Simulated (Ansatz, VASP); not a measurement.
**Zn: VASP beside Ansatz**

Contents of INCAR:

```
ALGO     = Fast           # electronic algorithm
EDIFF    = 1E-6           # SCF threshold, eV
ENCUT    = 520            # plane-wave cutoff, eV
GGA      = PE             # functional
ISIF     = 2              # what is computed and relaxed
ISMEAR   = 0              # smearing method
LASPH    = True           # aspherical terms in the spheres
LCHARG   = False          # write CHGCAR
LREAL    = False          # projectors in reciprocal space
LWAVE    = False          # write WAVECAR
NBANDS   = 12             # bands
NELM     = 100            # most SCF steps
PREC     = Accurate       # precision mode
SIGMA    = 0.15           # smearing width, eV
```

Contents of KPOINTS:

```
k-points
0
Gamma
  22 22 22
```

Contents of POSCAR:

```
Zn
1.0
    0.5486365906      2.2384823521      2.2384823521
    2.2384823521      0.5486365906      2.2384823521
    2.2384823521      2.2384823521      0.5486365906
Zn
1
Direct
    0.0000000000      0.0000000000      0.0000000000
```

Input for Ansatz:

```yaml
crystal:
  lattice:
    - [0.5486365906, 2.2384823521, 2.2384823521]
    - [2.2384823521, 0.5486365906, 2.2384823521]
    - [2.2384823521, 2.2384823521, 0.5486365906]
  atoms:
    - { symbol: Zn, position: [0.0, 0.0, 0.0] }
basis:
  ecutwfc: 520.0
kpoints:
  mp_grid: { grid: [22, 22, 22] }
hamiltonian:
  xc: pbe
scf:
  occupations: { method: gaussian, width: 0.15 }
output:
  forces: true
  stress: true
  eigenvalues: true
```

Alike in both runs: task single point; functional PBE; k mesh 22 × 22 × 22; occupations gaussian, width 0.15 eV; no spin polarisation.

|  | VASP | Ansatz |
| --- | --- | --- |
| version | VASP 6.6.1 | Ansatz 0.2.0 |
| potentials or method | VASP PAW PBE potentials, release 64 (Zn), cutoff 520 eV | scalar-relativistic, plane waves, PAW |
| valence electrons in the cell | 12 | 12 |

Ansatz gave:

```
gap on the k mesh at the Fermi level (eV)                     : none
pressure (GPa)                                                : 20.6
traceless stress, the component that is largest in VASP (GPa) : -10.41
```

Question: Which values does VASP return?

Answer: gap on the k mesh at the Fermi level (eV): none; pressure (GPa): 20.4; traceless stress, the component that is largest in VASP (GPa): -10.71.

A gap of «none» marks a metal or a gap that the smearing closes.
